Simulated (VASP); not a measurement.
**P: relaxation of cell and atoms with r2SCAN**

The system is P, a slab with vacuum.

```
P
1.0
     3.27900    0.00000    0.00000
    -1.63950    2.83970    0.00000
     0.00000    0.00000   26.15188
P
2
Direct
  0.33333 0.66667 0.32376
  0.66667 0.33333 0.37125
```

- Program: VASP 6.6.1
- Task: relaxation of cell and atoms
- Functional: r2SCAN
- Potentials or basis: VASP PAW PBE potentials, release 64 (P)
- Cutoff: 550 eV
- k mesh: 12 × 12 × 1
- Occupations: fermi-dirac, width 0.02 eV
- Spin: no spin polarisation
- Dipole correction: yes
- Further INCAR settings: ALGO = Normal; EDIFF = 1e-07; IBRION = 2; EDIFFG = -0.005; NSW = 80; ISIF = 3

```
Relaxed cell                          : a = 3.266 Å, b = 3.266 Å, c = 26.152 Å, α = 90.00°, β = 90.00°, γ = 120.00°
Space group after relaxing (to 0.1 Å) : P-3m1 (No. 164)
Energy gained by relaxing             : 3.7 meV/atom
Ionic steps                           : 8
Band gap on the k mesh                : 2.18 eV (least direct gap 2.45 eV)
```

Step by step:
```csv
step,energy change (eV),largest force (eV/Å),pressure (GPa),volume (Å³)
1,0.0000,0.4678,-0.28,243.51
2,-0.0018,0.3948,0.28,239.37
3,-0.0074,0.0129,0.01,241.27
4,-0.0074,0.0222,0.01,241.32
5,-0.0074,0.0079,-0.01,241.68
6,-0.0074,0.0085,-0.01,241.67
7,-0.0074,0.0059,0.00,241.60
8,-0.0074,0.0003,0.00,241.63
```

Final structure:
```
P
1.0
     3.26634    0.00000    0.00000
    -1.63317    2.82873    0.00000
     0.00000    0.00000   26.15188
P
2
Direct
  0.33333 0.66667 0.32425
  0.66667 0.33333 0.37076
```

Levels at points of the mesh, in eV from the valence-band top:
| k point | band 2 | band 3 | band 4 | band 5 | band 6 | band 7 | band 8 | band 9 |
| --- | --- | --- | --- | --- | --- | --- | --- | --- |
| (0.00, 0.00, 0.00) | -6.65 | -0.40 | -0.31 | -0.31 | 4.13 | 4.13 | 4.29 | 5.99 |
| (0.50, 0.00, 0.00) | -9.53 | -3.26 | -2.59 | -1.40 | 2.22 | 3.89 | 5.77 | 6.95 |

Run time: 18 min on 1 thread of Intel(R) Xeon(R) 6975P-C (Granite Rapids) (shared host), peak memory 0.47 GiB.

Caveat: the relaxation moved the vacuum too, so the length across it says nothing of the material; the PAW data sets were made with another functional, which shifts forces and pressure a little.
